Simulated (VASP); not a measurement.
A run of VASP 6.6.1 is set up as follows.

File INCAR:

```
SYSTEM = Al4In
PREC = Accurate
ENCUT = 520
EDIFF = 1E-7
ISMEAR = 0
SIGMA = 0.1
LREAL = .False.
LASPH = .True.
NELM = 60
ALGO = Fast
ISIF = 2
LWAVE = .False.
LCHARG = .False.
GGA = PE
NBANDS = 20
```

The input KPOINTS:

```
Automatic mesh
0
Gamma
  4 4 4
  0 0 0
```

File POSCAR:

```
Al4In
1.0
    5.3981531300      0.0000000000      0.0000000000
    0.0000000000      5.3981531300      0.0000000000
    0.0000000000      0.0000000000      5.3981531300
Al In
4 1
Direct
    0.0000000000      0.5000000000      0.5000000000
    0.5000000000      0.0000000000      0.5000000000
    0.5000000000      0.5000000000      0.0000000000
    0.0000000000      0.0000000000      0.0000000000
    0.5000000000      0.5000000000      0.5000000000
```

Potentials or basis: VASP PAW PBE potentials, release 64 (Al, In_d).

Run with:

```bash
$ cat potpaw_PBE.64/Al/POTCAR potpaw_PBE.64/In_d/POTCAR > POTCAR
$ mpirun -np 1 vasp_std > vasp.out
```

(1) Predict the pressure.

Results:

(1) -2.7 GPa.
